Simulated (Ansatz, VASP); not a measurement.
## Two plane-wave programs on TlBr

INCAR

```
SYSTEM = TlBr
ALGO = Normal
EDIFF = 1E-6
ENCUT = 500
GGA_COMPAT = .FALSE.
ISIF = 2
ISMEAR = 0
LASPH = .TRUE.
LCHARG = .FALSE.
LREAL = .FALSE.
LWAVE = .FALSE.
NBANDS = 17
NELM = 120
PREC = Accurate
SIGMA = 0.05
```

Contents of KPOINTS:

```
k-points
0
G
  4 4 4
  0 0 0
```

The input POSCAR:

```
TlBr
1.0
    3.8458819148      0.0000000000      0.0000000000
    0.0000000000      3.8458819148      0.0000000000
    0.0000000000      0.0000000000      3.8458819148
Tl Br
1 1
Direct
    0.0000000000      0.0000000000      0.0000000000
    0.5000000000      0.5000000000      0.5000000000
```

Input for Ansatz:

```yaml
crystal:
  lattice:
    - [3.8458819148, 0.0, 0.0]
    - [0.0, 3.8458819148, 0.0]
    - [0.0, 0.0, 3.8458819148]
  atoms:
    - { symbol: Tl, position: [0.0, 0.0, 0.0] }
    - { symbol: Br, position: [0.5, 0.5, 0.5] }
basis:
  ecutwfc: 420
kpoints:
  mp_grid: { grid: [4, 4, 4] }
hamiltonian:
  xc: lda
scf:
  occupations: { method: gaussian, width: 0.05 }
output:
  forces: true
  stress: true
  eigenvalues: true
```

Alike in both runs: task single point; functional LDA; k mesh 4 × 4 × 4; occupations gaussian, width 0.05 eV; no spin polarisation.

|  | VASP | Ansatz |
| --- | --- | --- |
| version | VASP 6.6.1 | Ansatz 0.2.0 |
| potentials or method | VASP PAW LDA potentials, release 64 (Tl_d, Br), cutoff 500 eV | scalar-relativistic, plane waves, PAW |
| valence electrons in the cell | 20 | 20 |

VASP gave:

```
gap on the k mesh at the Fermi level (eV) : 1.35
least direct gap on the mesh (eV)         : 1.35
pressure (GPa)                            : 0.1
```

Estimate Ansatz's values.

gap on the k mesh at the Fermi level (eV): 1.37; least direct gap on the mesh (eV): 1.37; pressure (GPa): 0.1.

LDA's correlation is that of Perdew and Zunger in VASP and of Perdew and Wang (1992) in Ansatz.

Neither program's run includes spin-orbit coupling.
